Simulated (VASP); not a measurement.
LiF (Griceite), 2 atoms in the cell. It takes space group Fm-3m (No. 225, cubic). Conventional cell: a = 4.068 Å, b = 4.068 Å, c = 4.068 Å, α = 90.00°, β = 90.00°, γ = 90.00°. Within 2.7 Å of Li (site symmetry m-3m) lie 6 F at 2.03 Å. Within 2.7 Å of F (site symmetry m-3m) lie 6 Li at 2.03 Å. 

```yaml
Program: VASP 6.6.1
Task: single point
Functional: PBE
Potentials_or_basis: VASP PAW PBE potentials, release 64 (Li_sv, F)
Cutoff: 520 eV
k_mesh: 8 × 8 × 8
Occupations: gaussian, width 0.01 eV
Spin: no spin polarisation
Dipole_correction: no
Further_INCAR_settings: ALGO = Normal; EDIFF = 1e-07; NBANDS = 12
```

Potentials or basis: VASP PAW PBE potentials, release 64 (Li_sv, F).

The run is started by

```console
$ cat potpaw_PBE.64/Li_sv/POTCAR potpaw_PBE.64/F/POTCAR > POTCAR
$ mpirun -np 1 vasp_std > vasp.out
```

Hardware: 1 thread of AMD EPYC 7R13, with other jobs on the host.

Q: How long does it take, and how much memory?

A: Wall time 15 s on 1 thread of AMD EPYC 7R13, on a shared host, peak memory 0.1 GiB. Counts: scf iterations 13, k points 29.
